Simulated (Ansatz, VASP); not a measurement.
SiC: VASP beside Ansatz

Contents of INCAR:

```
SYSTEM = SiC
PREC = Accurate
ENCUT = 520
EDIFF = 1E-7
ISMEAR = -1
SIGMA = 0.05
LREAL = .False.
LASPH = .True.
NELM = 100
ALGO = Normal
ISIF = 2
LWAVE = .False.
LCHARG = .False.
GGA = PS
NBANDS = 36
```

File KPOINTS:

```
Automatic mesh
0
Gamma
  10 10 2
  0 0 0
```

The input POSCAR:

```
SiC
1.0
    3.0950000000      0.0000000000      0.0000000000
   -1.5475000000      2.6803486247      0.0000000000
    0.0000000000      0.0000000000     15.1700000000
Si C
6 6
Direct
    0.6666666667      0.3333333333      0.4583000000
    0.3333333333      0.6666666667      0.9583000000
    0.6666666667      0.3333333333      0.7917000000
    0.3333333333      0.6666666667      0.2917000000
    0.0000000000      0.0000000000      0.6250000000
    0.0000000000      0.0000000000      0.1250000000
    0.6666666667      0.3333333333      0.3333000000
    0.3333333333      0.6666666667      0.8333000000
    0.6666666667      0.3333333333      0.6667000000
    0.3333333333      0.6666666667      0.1667000000
    0.0000000000      0.0000000000      0.5000000000
    0.0000000000      0.0000000000      0.0000000000
```

The input input.yaml:

```yaml
crystal:
  lattice:
    - [3.095, 0.0, 0.0]
    - [-1.5475, 2.6803486247, 0.0]
    - [0.0, 0.0, 15.17]
  atoms:
    - { symbol: Si, position: [0.6666666667, 0.3333333333, 0.4583] }
    - { symbol: Si, position: [0.3333333333, 0.6666666667, 0.9583] }
    - { symbol: Si, position: [0.6666666667, 0.3333333333, 0.7917] }
    - { symbol: Si, position: [0.3333333333, 0.6666666667, 0.2917] }
    - { symbol: Si, position: [0.0, 0.0, 0.625] }
    - { symbol: Si, position: [0.0, 0.0, 0.125] }
    - { symbol: C, position: [0.6666666667, 0.3333333333, 0.3333] }
    - { symbol: C, position: [0.3333333333, 0.6666666667, 0.8333] }
    - { symbol: C, position: [0.6666666667, 0.3333333333, 0.6667] }
    - { symbol: C, position: [0.3333333333, 0.6666666667, 0.1667] }
    - { symbol: C, position: [0.0, 0.0, 0.5] }
    - { symbol: C, position: [0.0, 0.0, 0.0] }
hamiltonian:
  xc: pbesol
  pseudopotentials: { kind: paw }
kpoints:
  mp_grid: { grid: [10, 10, 2] }
  band_path:
    path:
      - [[0.0, 0.0, 0.0], [0.5, 0.0, 0.0], [0.3333333333, 0.3333333333, 0.0], [0.0, 0.0, 0.0], [0.0, 0.0, 0.5], [0.5, 0.0, 0.5], [0.3333333333, 0.3333333333, 0.5], [0.0, 0.0, 0.5]]
      - [[0.5, 0.0, 0.5], [0.5, 0.0, 0.0]]
      - [[0.3333333333, 0.3333333333, 0.0], [0.3333333333, 0.3333333333, 0.5]]
    npoints: 10
scf:
  occupations: { method: fermi_dirac, width: 0.05 }
  n_extra_bands: 30
output:
  forces: true
  stress: true
  eigenvalues: true
  fatbands: false
```

Alike in both runs: functional PBEsol; k mesh 10 × 10 × 2; occupations fermi-dirac, width 0.05 eV; no spin polarisation.

|  | VASP | Ansatz |
| --- | --- | --- |
| version | VASP 6.6.1 | Ansatz 0.2.0 |
| potentials or method | VASP PAW PBE potentials, release 64 (Si, C) | Ansatz PAW |
| plane-wave cutoff (eV) | 520 | 420 |
| valence electrons in the cell | 48 | 48 |
| task | single point | band structure |

Ansatz gave:

- gap on the k mesh at the Fermi level (eV): 1.92
- least direct gap on the mesh (eV): 3.02
- pressure (GPa): -3.2
- traceless stress, the component that is largest in VASP (GPa): 0.51
- rms of the force components (eV/Å): 0.039

Q: Which values does VASP return?

A: gap on the k mesh at the Fermi level (eV): 1.91; least direct gap on the mesh (eV): 3.01; pressure (GPa): -2.8; traceless stress, the component that is largest in VASP (GPa): 0.52; rms of the force components (eV/Å): 0.039.

VASP's potentials were made for PBE, not for PBEsol. Atom by atom the forces differ by 0.000 eV/Å (rms over components). With one functional, cell and mesh, what is left measures potentials, basis and numerics.
